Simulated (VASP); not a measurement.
# Si3O2 (P6_3/mmc) in VASP: notebook, part 2 of 2

VASP 6.6.1. The steps go on from the part before.

### 4 Single point, PBE

This run uses another cell than the first one, of 16.40 Å³/atom, 1.421 times its volume.

Input file INCAR:

```
SYSTEM = Si3O2
PREC = Accurate
ENCUT = 520
EDIFF = 1E-6
ISMEAR = 0
SIGMA = 0.1
LREAL = .FALSE.
LASPH = .TRUE.
NELM = 80
ALGO = Normal
ISIF = 2
LWAVE = .FALSE.
LCHARG = .FALSE.
GGA = PE
NBANDS = 35
```

Input file KPOINTS:

```
Automatic mesh
0
G
  18 18 2
  0 0 0
```

Input file POSCAR:

```
Si3O2
1.0
    2.7239068549      0.0000000000      0.0000000000
   -1.3619534275      2.3589725339      0.0000000000
    0.0000000000      0.0000000000     25.5155811044
Si O
6 4
Direct
    0.0000000000      0.0000000000      0.2500000000
    0.0000000000      0.0000000000      0.7500000000
    0.3333333333      0.6666666667      0.9614872446
    0.6666666667      0.3333333333      0.4614872446
    0.3333333333      0.6666666667      0.5385127554
    0.6666666667      0.3333333333      0.0385127554
    0.3333333333      0.6666666667      0.0764774720
    0.6666666667      0.3333333333      0.5764774720
    0.3333333333      0.6666666667      0.4235225280
    0.6666666667      0.3333333333      0.9235225280
```

Potentials or basis: VASP PAW PBE potentials, release 64 (Si, O).

Launch:

```console
cat potpaw_PBE.64/Si/POTCAR potpaw_PBE.64/O/POTCAR > POTCAR
mpirun -np 1 vasp_std > vasp.out
```

OUTCAR:

```text
SYSTEM = Si3O2
   PREC = Accurate
   ENCUT = 520
   EDIFF = 1E-6
   ISMEAR = 0
   LREAL = .FALSE.
   LASPH = .TRUE.
   NELM = 80
   ISIF = 2
   GGA = PE

 ion  position               nearest neighbor table
   1  0.000  0.000  0.250-
   2  0.000  0.000  0.750-
   3  0.333  0.667  0.961-  10 1.85  10 1.85  10 1.85   6 2.52   6 2.52   6 2.52
   4  0.667  0.333  0.461-   9 1.85   9 1.85   9 1.85   5 2.52   5 2.52   5 2.52
   5  0.333  0.667  0.539-   8 1.85   8 1.85   8 1.85   4 2.52   4 2.52   4 2.52
   6  0.667  0.333  0.039-   7 1.85   7 1.85   7 1.85   3 2.52   3 2.52   3 2.52
   7  0.333  0.667  0.076-   6 1.85   6 1.85   6 1.85
   8  0.667  0.333  0.576-   5 1.85   5 1.85   5 1.85
   9  0.333  0.667  0.424-   4 1.85   4 1.85   4 1.85
  10  0.667  0.333  0.924-   3 1.85   3 1.85   3 1.85

  LATTYP: Found a hexagonal cell.
 ALAT       =     2.7239068549
 C/A-ratio  =     9.3672737225

  Lattice vectors:

 A1 = (   2.7239068549,   0.0000000000,   0.0000000000)
 A2 = (  -1.3619534275,   2.3589725339,   0.0000000000)
[... 194 lines left out ...]
 E-fermi :   5.3324     XC(G=0):  -8.8533

 val. band max:        5.3228734108   @ k =   0.3333   0.1667   0.0000
 cond. band min:       5.4029273164   @ k =   0.2778   0.1111   0.0000
 fundamental gap:      0.0800539057
 Fermi energy:         5.3324112046

 k-point     1 :       0.0000    0.0000    0.0000
  band No.  band energies     occupation
      1     -18.4739      2.00000
      2     -18.4739      2.00000
      3     -18.2532      2.00000
      4     -18.2531      2.00000
      5      -8.1242      2.00000
      6      -8.1242      2.00000
[... 901 lines left out ...]
     34       9.3791      0.00000
     35      11.1266      0.00000

 [... further k-points ...]
[... 5 lines left out ...]
  --------------------------------------------------------------------------------------
  -------------------------------------------------------------------------------------
  Total        0.2315437      0.2315437      0.0965005     -0.0000000     -0.0000000      0.0000000
  in kB        2.2626788      2.2626788      0.9430168     -0.0000000     -0.0000000      0.0000000
  external PRESSURE =       1.8227915 kB  Pullay stress =       0.0000000 kB

 VOLUME and BASIS-vectors are now :
 -----------------------------------------------------------------------------
  energy-cutoff  :      520.00
  volume of cell :      163.95
      direct lattice vectors                 reciprocal lattice vectors
     2.723906855  0.000000000  0.000000000     0.367119749  0.211956686  0.000000000
    -1.361953428  2.358972534  0.000000000     0.000000000  0.423913371  0.000000000
     0.000000000  0.000000000 25.515581104     0.000000000  0.000000000  0.039191739

 POSITION                                       TOTAL-FORCE (eV/Angst)
 -----------------------------------------------------------------------------------
      0.00000      0.00000      6.37890         0.000000      0.000000      0.000000
      0.00000      0.00000     19.13669         0.000000     -0.000000      0.000000
     -0.00000      1.57265     24.53291         0.000000      0.000000      0.014077
      1.36195      0.78632     11.77512         0.000000     -0.000000      0.014077
     -0.00000      1.57265     13.74047         0.000000      0.000000     -0.014077
      1.36195      0.78632      0.98268         0.000000     -0.000000     -0.014077
     -0.00000      1.57265      1.95137        -0.000000      0.000000      0.024807
      1.36195      0.78632     14.70916         0.000000     -0.000000      0.024807
     -0.00000      1.57265     10.80642         0.000000      0.000000     -0.024807
      1.36195      0.78632     23.56421        -0.000000     -0.000000     -0.024807
 -----------------------------------------------------------------------------------
    total drift:                               -0.000000      0.000000     -0.000000

  FREE ENERGIE OF THE ION-ELECTRON SYSTEM (eV)
  ---------------------------------------------------
  free  energy   TOTEN  =       -59.5886775381 eV

  energy  without entropy=      -59.5728657706  energy(sigma->0) =      -59.58077165
```

OSZICAR:

```text
N       E                     dE             d eps       ncg     rms          rms(c)
DAV:   1     0.251685454580E+03    0.25169E+03   -0.21829E+04  5180   0.120E+03
DAV:   2    -0.391693109055E+02   -0.29085E+03   -0.27562E+03  6690   0.249E+02
DAV:   3    -0.631889958962E+02   -0.24020E+02   -0.23618E+02  6497   0.727E+01
DAV:   4    -0.636693381491E+02   -0.48034E+00   -0.47860E+00  6517   0.110E+01
DAV:   5    -0.636807001188E+02   -0.11362E-01   -0.11352E-01  6618   0.160E+00    0.162E+01
DAV:   6    -0.601363519668E+02    0.35443E+01   -0.16565E+01  5912   0.202E+01    0.873E+00
DAV:   7    -0.598906852249E+02    0.24567E+00   -0.14315E+00  6062   0.527E+00    0.384E+00
DAV:   8    -0.597529092301E+02    0.13778E+00   -0.63561E-01  6172   0.421E+00    0.193E+00
DAV:   9    -0.595921952637E+02    0.16071E+00   -0.12978E-01  6049   0.189E+00    0.739E-01
DAV:  10    -0.595898232197E+02    0.23720E-02   -0.53400E-02  6142   0.100E+00    0.461E-01
DAV:  11    -0.595886734893E+02    0.11497E-02   -0.50640E-03  6063   0.345E-01    0.134E-01
DAV:  12    -0.595888103857E+02   -0.13690E-03   -0.99967E-04  6433   0.174E-01    0.501E-02
DAV:  13    -0.595886701342E+02    0.14025E-03   -0.26472E-04  6371   0.773E-02    0.156E-02
DAV:  14    -0.595886782303E+02   -0.80961E-05   -0.51633E-05  6596   0.320E-02    0.980E-03
DAV:  15    -0.595886775381E+02    0.69222E-06   -0.21808E-06  5271   0.657E-03
   1 F= -.59588678E+02 E0= -.59580772E+02  d E =-.158118E-01
```

It took 13 min on 1 thread of Intel Xeon 8259CL, shared host; peak memory 0.45 GiB.

Results:

```
Free energy            : -59.5887 eV
Pressure               : 0.2 GPa
Largest force          : 0.025 eV/Å
Band gap on the k mesh : zero (band 24 reaches 6.14 eV, above the bottom of band 25 at 3.00 eV)
```

Forces in eV/Å, atoms in the order of the input:
```
Si   0.000  0.000  0.000
Si   0.000  0.000  0.000
Si   0.000  0.000  0.014
Si   0.000  0.000  0.014
Si   0.000  0.000 -0.014
Si   0.000  0.000 -0.014
O    0.000  0.000  0.025
O    0.000  0.000  0.025
O    0.000  0.000 -0.025
O    0.000  0.000 -0.025
```

Stress tensor (GPa, compression positive):
```
0.23 0.00 0.00
0.00 0.23 0.00
0.00 0.00 0.09
```

Levels at points of the mesh, in eV from the Fermi level:
| k point | band 22 | band 23 | band 24 | band 25 | band 26 | band 27 |
| --- | --- | --- | --- | --- | --- | --- |
| (0.00, 0.00, 0.00) | -2.81 | -0.70 | -0.64 | 2.07 | 2.16 | 3.64 |
| (0.50, 0.00, 0.00) | -4.37 | -3.77 | -3.77 | 1.33 | 1.34 | 2.10 |
| (0.00, 0.00, 0.50) | -2.83 | -0.67 | -0.67 | 2.12 | 2.12 | 3.69 |
| (0.50, 0.00, 0.50) | -4.37 | -3.77 | -3.77 | 1.33 | 1.33 | 2.12 |

### 5 Summary

```csv
cell,k mesh,gap on the mesh (eV),pressure (GPa),largest force (eV/Å)
"a = 3.545, b = 3.545, c = 10.601 Å, angles 90.0, 90.0, 120.0°, 10 atoms",6 × 6 × 2,none,20.1,0.92
"a = 2.716, b = 2.716, c = 24.471 Å, angles 90.0, 90.0, 120.0°, 10 atoms",6 × 6 × 2,none,0.2,0.03
"a = 2.724, b = 2.724, c = 25.516 Å, angles 90.0, 90.0, 120.0°, 10 atoms",18 × 18 × 2,none,0.2,0.02
```

Alike in all rows: task single point; level PBE; potentials or basis VASP PAW PBE potentials, release 64 (Si, O); no spin polarisation; cutoff (eV) 520; smearing gaussian 0.1 eV.

Caveats: some runs use coarse meshes.

Absolute energies hang on the potentials; compare differences alone.
